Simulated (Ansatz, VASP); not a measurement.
**AlCu3: VASP beside Ansatz**

INCAR

```
  PREC = Accurate
  ENCUT = 520
  EDIFF = 1E-6
  ISMEAR = 0
  SIGMA = 0.1
  LREAL = False
  LASPH = True
  NELM = 60
  ALGO = Fast
  ISIF = 2
  LWAVE = False
  LCHARG = True
  GGA = PS
  LELF = True
  LVHAR = True
  NBANDS = 26
```

File KPOINTS:

```
regular mesh
0
Gamma
  12 12 12
```

File POSCAR:

```
AlCu3
1.0
    3.5194716802      0.0000000000      0.0000000000
    0.0000000000      3.5194716802      0.0000000000
    0.0000000000      0.0000000000      3.5194716802
Al Cu
1 3
Direct
    0.0000000000      0.0000000000      0.0000000000
    0.5000000000      0.5000000000      0.0000000000
    0.5000000000      0.0000000000      0.5000000000
    0.0000000000      0.5000000000      0.5000000000
```

Input for Ansatz:

```yaml
crystal:
  lattice:
    - [3.5194716802, 0.0, 0.0]
    - [0.0, 3.5194716802, 0.0]
    - [0.0, 0.0, 3.5194716802]
  atoms:
    - { symbol: Al, position: [0.0, 0.0, 0.0] }
    - { symbol: Cu, position: [0.5, 0.5, 0.0] }
    - { symbol: Cu, position: [0.5, 0.0, 0.5] }
    - { symbol: Cu, position: [0.0, 0.5, 0.5] }
basis:
  ecutwfc: 420
kpoints:
  mp_grid: { grid: [12, 12, 12] }
hamiltonian:
  xc: pbesol
scf:
  occupations: { method: gaussian, width: 0.1 }
output:
  forces: true
  stress: true
  eigenvalues: true
```

Alike in both runs: task single point; functional PBEsol; k mesh 12 × 12 × 12; occupations gaussian, width 0.1 eV; no spin polarisation.

```csv
,VASP,Ansatz
version,VASP 6.6.1,Ansatz 0.2.0
potentials or method,"VASP PAW PBE potentials, release 64 (Al, Cu), cutoff 520 eV","scalar-relativistic, plane waves, PAW"
valence electrons in the cell,36,60
```

```tsv
	VASP	Ansatz	Ansatz less VASP
gap on the k mesh at the Fermi level (eV)	none	none	-
pressure (GPa)	18.5	17.9	-0.57
```

VASP's potentials were made for PBE, not for PBEsol. A gap of «none» marks a metal or a gap that the smearing closes. With one functional, cell and mesh, what is left measures potentials, basis and numerics. VASP's potentials hold 36 valence electrons a cell and Ansatz's 60, so a difference there can come from the potentials and not from the codes.
